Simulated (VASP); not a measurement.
Hf: single point with PBE

The system is Hf.

```xyz
1
Lattice="2.6622 0.0000 0.0000 -1.3311 2.3056 0.0000 0.0000 0.0000 2.5883" Properties=species:S:1:pos:R:3 pbc="T T T"
Hf    0.0000    0.0000    0.0000
```

This cell differs from its parent crystal: volume scaled by 0.68.

| Property | Result |
| --- | --- |
| Program | VASP 6.6.1 |
| Task | single point |
| Functional | PBE |
| Potentials or basis | VASP PAW PBE potentials, release 64 (Hf_pv) |
| Cutoff | 520 eV |
| k mesh | 16 × 16 × 15 |
| Occupations | fermi-dirac, width 0.1 eV |
| Spin | no spin polarisation |

| Property | Result |
| --- | --- |
| Pressure | 67.5 GPa |
| Band gap on the k mesh | zero (band 5 reaches 7.92 eV, above the bottom of band 6 at 6.66 eV) |

Stress tensor (GPa, compression positive):
```
67.62  0.00  0.00
 0.00 67.62  0.00
 0.00  0.00 67.14
```

Levels at points of the mesh, in eV from the Fermi level:
| k point | band 3 | band 4 | band 5 | band 6 | band 7 | band 8 |
| --- | --- | --- | --- | --- | --- | --- |
| (0.00, 0.00, 0.00) | -28.55 | -7.75 | -2.80 | 1.78 | 1.78 | 9.99 |
| (0.50, 0.00, 0.00) | -28.46 | -4.63 | -1.25 | 2.57 | 3.55 | 8.54 |

Wall time 11 s on 1 thread of Intel(R) Xeon(R) 6975P-C (Granite Rapids) (shared host), peak memory 0.16 GiB.

Caveat: spin-orbit coupling is left out, which moves the levels of the heavy elements.
